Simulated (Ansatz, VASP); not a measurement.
**One calculation of KF, two programs**

POSCAR

```
KF
1.0
    3.1788706815      0.0000000000      0.0000000000
    0.0000000000      3.1788706815      0.0000000000
    0.0000000000      0.0000000000      3.1788706815
K F
1 1
Direct
    0.0000000000      0.0000000000      0.0000000000
    0.5000000000      0.5000000000      0.5000000000
```

File INCAR.step1:

```
ALGO = Normal ; EDIFF = 1E-5
ENCUT = 520 ; GGA = PE
ISIF = 2 ; ISMEAR = 0
LASPH = T ; LCHARG = F
LREAL = F ; LWAVE = T
NBANDS = 15 ; NELM = 100
PREC = Accurate ; SIGMA = 0.01
```

The input INCAR.step2:

```
ALGO = Normal ; EDIFF = 1E-6
ENCUT = 520 ; GGA = PE
HFSCREEN = 0.2079 ; ISIF = 2
ISMEAR = 0 ; ISTART = 1
LASPH = T ; LCHARG = F
LHFCALC = T ; LREAL = F
LWAVE = F ; NBANDS = 15
NELM = 100 ; PREC = Accurate
PRECFOCK = Normal ; SIGMA = 0.01
```

File KPOINTS:

```
k-points
0
Gamma
  4 4 4
```

Input for Ansatz:

```yaml
crystal:
  lattice:
    - [3.1788706815, 0.0, 0.0]
    - [0.0, 3.1788706815, 0.0]
    - [0.0, 0.0, 3.1788706815]
  atoms:
    - { symbol: K, position: [0.0, 0.0, 0.0] }
    - { symbol: F, position: [0.5, 0.5, 0.5] }
kpoints:
  mp_grid: { grid: [4, 4, 4] }
hamiltonian:
  xc: hse06
scf:
  occupations: { method: fixed }
  n_extra_bands: 4
output:
  forces: true
  stress: true
  eigenvalues: true
```

Alike in both runs: task single point; functional HSE06; k mesh 4 × 4 × 4; no spin polarisation.

|  | VASP | Ansatz |
| --- | --- | --- |
| version | VASP 6.6.1 | Ansatz 0.2.0 |
| potentials or method | VASP PAW PBE potentials, release 64 (K_sv, F) | plane waves, PAW |
| plane-wave cutoff (eV) | 520 | 420 |
| occupations | gaussian, width 0.01 eV | fixed |
| valence electrons in the cell | 16 | 16 |

```tsv
	VASP	Ansatz	Ansatz less VASP
gap on the k mesh at the Fermi level (eV)	8.90	8.92	+0.020
pressure (GPa)	1.7	1.6	-0.12
```

Ansatz's warnings: stress exchange threshold loose, stress scf threshold loose.

The k mesh is coarse, so the values compare programs but aren't converged.
